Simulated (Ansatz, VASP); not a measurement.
# Ga in VASP and in Ansatz

```
Ga
1.0
     1.41023   -4.29602    0.02499
     1.41023    4.29602    0.02499
    -0.05958    0.00000    3.28579
Ga
2
Direct
  0.86766 0.13234 0.25000
  0.13234 0.86766 0.75000
```

Alike in both runs: functional RPBE; k mesh 12 × 12 × 10; occupations fermi-dirac, width 0.1 eV; no spin polarisation.

Ansatz relaxed the structure, and its values are those at the end. VASP's run is a single point on that final structure, the one shown.

|  | VASP | Ansatz |
| --- | --- | --- |
| version | VASP 6.6.1 | Ansatz 0.2.0 |
| potentials or method | VASP PAW PBE potentials, release 64 (Ga_d), cutoff 520 eV | plane waves (420 eV) with PAW, scalar-relativistic |
| valence electrons in the cell | 26 | 26 |

```tsv
	VASP	Ansatz	Ansatz less VASP
pressure (GPa)	0.2	0.0	-0.18
```

VASP's potentials were made for PBE, not for RPBE. The functional is the same, so the differences come from potentials, cutoffs and numerics.
